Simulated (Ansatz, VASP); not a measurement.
**TaN in VASP and in Ansatz**

INCAR

```
ALGO = Normal
EDIFF = 1E-8
ENCUT = 520
ISIF = 2
ISMEAR = -1
LASPH = T
LCHARG = F
LEFG = T
LREAL = F
LWAVE = F
NBANDS = 24
NELM = 80
PREC = Accurate
SIGMA = 0.03
```

File KPOINTS:

```
k-points
0
Gamma
  9 9 5
```

The input POSCAR:

```
TaN
1.0
    3.0601340589      0.0000000000      0.0000000000
   -1.5300670295      2.6501538341      0.0000000000
    0.0000000000      0.0000000000      4.9564120807
Ta N
2 2
Direct
    0.3333333333      0.6666666667      0.0000000000
    0.6666666667      0.3333333333      0.5000000000
    0.3333333333      0.6666666667      0.3850000000
    0.6666666667      0.3333333333      0.8850000000
```

Input for Ansatz:

```yaml
crystal:
  lattice:
    - [3.0601340589, 0.0, 0.0]
    - [-1.5300670295, 2.6501538341, 0.0]
    - [0.0, 0.0, 4.9564120807]
  atoms:
    - { symbol: Ta, position: [0.3333333333, 0.6666666667, 0.0] }
    - { symbol: Ta, position: [0.6666666667, 0.3333333333, 0.5] }
    - { symbol: "N", position: [0.3333333333, 0.6666666667, 0.385] }
    - { symbol: "N", position: [0.6666666667, 0.3333333333, 0.885] }
kpoints:
  mp_grid: { grid: [9, 9, 5] }
scf:
  occupations: { method: fermi_dirac, width: 0.03 }
hamiltonian:
  xc: lda
  pseudopotentials: { kind: all_electron, datasets: crystal }
output:
  forces: true
  stress: true
  eigenvalues: true
  efg: { contact_densities: true }
```

Change from the starting cell: volume scaled by 1.01, crystal datasets.

Alike in both runs: task electric field gradients; functional LDA; k mesh 9 × 9 × 5; occupations fermi-dirac, width 0.03 eV; no spin polarisation.

|  | VASP | Ansatz |
| --- | --- | --- |
| version | VASP 6.6.1 | Ansatz 0.2.0 |
| potentials or method | VASP PAW LDA potentials, release 64 (Ta_pv, N), cutoff 520 eV | all-electron PAW with datasets made for the crystal, scalar-relativistic |

VASP gave:

- pressure (GPa): 115.4
- traceless stress, the component that is largest in VASP (GPa): -16.26
- rms of the force components (eV/Å): 1.277
- size of Vzz on the site where it differs most (V/Å²): 123.9

Q: What did Ansatz give for the same quantities?

A: Pressure (GPa): 109.2; traceless stress, the component that is largest in VASP (GPa): -15.52; rms of the force components (eV/Å): 1.261; size of Vzz on the site where it differs most (V/Å²): 119.2.

LDA's correlation is that of Perdew and Zunger in VASP and of Perdew and Wang (1992) in Ansatz. Atom by atom the forces differ by 0.016 eV/Å (rms over components). Both programs put the cell under a high pressure, so it lies far from rest at this level. Ansatz ran all-electron here, and VASP with PAW potentials.

Neither program's run includes spin-orbit coupling. Noted on VASP's run: the cell as given lies far from equilibrium.
